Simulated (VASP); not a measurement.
Crystal: LiTiCl5.

```xyz
7
Lattice="4.6055 0.0000 0.0000 0.0000 4.6055 0.0000 0.0000 0.0000 8.1536" Properties=species:S:1:pos:R:3 pbc="T T T"
Li    2.3027    2.3027    0.0000
Ti    0.0000    0.0000    4.0768
Cl    0.0000    2.3027    2.4164
Cl    0.0000    2.3027    5.7373
Cl    2.3027    0.0000    2.4164
Cl    2.3027    0.0000    5.7373
Cl    0.0000    0.0000    0.0000
```

* Program: VASP 6.6.1
* Task: relaxation of cell and atoms
* Functional: PBEsol
* Potentials or basis: VASP PAW PBE potentials, release 64 (Li_sv, Ti_sv, Cl)
* Cutoff: 600 eV
* k mesh: 4 × 4 × 4
* Occupations: fermi-dirac, width 0.03 eV
* Spin: no spin polarisation

At the start: pressure -9.0 GPa; volume 24.71 Å³/atom.

Where does the relaxation end?

Over 12 steps the energy falls by 286.3 meV/atom and the volume is 21.53 Å³/atom (-12.8 %); space group P4/mmm (No. 123, to 0.1 Å) before and after.

Step by step:
```
step  energy change (eV)  largest force (eV/Å)  pressure (GPa)  volume (Å³)
   1              0.0000                1.3964           -9.00       172.94
   2             -1.6184                0.6428           -2.49       140.48
   3             -1.6885                0.3261            0.39       134.09
   4             -1.6875                0.2857            0.76       133.38
   5             -1.7303                0.2241            0.86       133.90
   6             -1.8365                0.0173            1.36       135.32
   7             -1.8934                0.4739            3.57       137.69
   8             -1.9151                0.4199            3.21       138.87
   9             -1.9629                0.2673            2.24       142.40
  10             -1.9960                0.0054            0.71       149.47
  11             -1.9997                0.0042            0.52       149.79
  12             -2.0043                0.0035           -0.01       150.72
```

Final structure:
```xyz
7
Lattice="4.1192 0.0000 0.0000 0.0000 4.1192 0.0000 0.0000 0.0000 8.8830" Properties=species:S:1:pos:R:3 pbc="T T T"
Li    2.0596    2.0596    0.0000
Ti    0.0000    0.0000    4.4415
Cl    0.0000    2.0596    2.9913
Cl    0.0000    2.0596    5.8918
Cl    2.0596    0.0000    2.9913
Cl    2.0596    0.0000    5.8918
Cl    0.0000    0.0000    0.0000
```

Caveat: the cutoff is under 1.25 times the usual one of these potentials, so pressure, stress and relaxed cells hold a basis-set (Pulay) error; the PAW data sets were made with another functional, which shifts forces and pressure a little.
